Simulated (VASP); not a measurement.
Input of a VASP 6.6.1 run:

The input POSCAR:

```
Hf
1.0
   -1.8952500000      1.8952500000      1.8050000000
    1.8952500000     -1.8952500000      1.8050000000
    1.8952500000      1.8952500000     -1.8050000000
Hf
1
Direct
    0.0000000000      0.0000000000      0.0000000000
```

File INCAR.step1:

```
SYSTEM = Hf
  PREC = Accurate
  ENCUT = 520
  ISMEAR = 0
  SIGMA = 0.15
  LREAL = .FALSE.
  LASPH = .TRUE.
  NELM = 60
  NBANDS = 11
  GGA = PE
  ALGO = Normal
  EDIFF = 1E-4
  LWAVE = .TRUE.
  LCHARG = .FALSE.
```

Contents of INCAR.step2:

```
SYSTEM = Hf
  PREC = Accurate
  ENCUT = 520
  EDIFF = 1E-6
  ISMEAR = 0
  SIGMA = 0.15
  LREAL = .FALSE.
  LASPH = .TRUE.
  NELM = 60
  ALGO = Normal
  ISIF = 2
  LWAVE = .FALSE.
  LCHARG = .TRUE.
  METAGGA = R2SCAN
  LMIXTAU = .TRUE.
  LELF = .TRUE.
  LVHAR = .TRUE.
  NBANDS = 11
  ISTART = 1
```

KPOINTS

```
regular mesh
0
G
  18 18 18
  0 0 0
```

Potentials or basis: VASP PAW PBE potentials, release 64 (Hf_pv).

Launch:

```sh
$ cat potpaw_PBE.64/Hf_pv/POTCAR > POTCAR
$ cp INCAR.step1 INCAR
$ mpirun -np 1 vasp_std > vasp.out
$ cp INCAR.step2 INCAR
$ mpirun -np 1 vasp_std > vasp.out
```

Problem. What does it give for the pressure?

Solution. -12.8 GPa.

Problem. Predict the band gap on the k mesh.

Solution. Zero (bands 5 and 6 overlap by 2.19 eV).

Stress tensor (GPa, compression positive):
```
-11.85   0.00   0.00
  0.00 -11.85   0.00
  0.00   0.00 -14.68
```

Caveat: the cell differs from its parent crystal (strain +0.050 along x and y, +0.000 along z); the cell stands under tension; the PAW data sets were made with another functional, which shifts forces and pressure a little; spin-orbit coupling is left out, which moves the levels of the heavy elements.
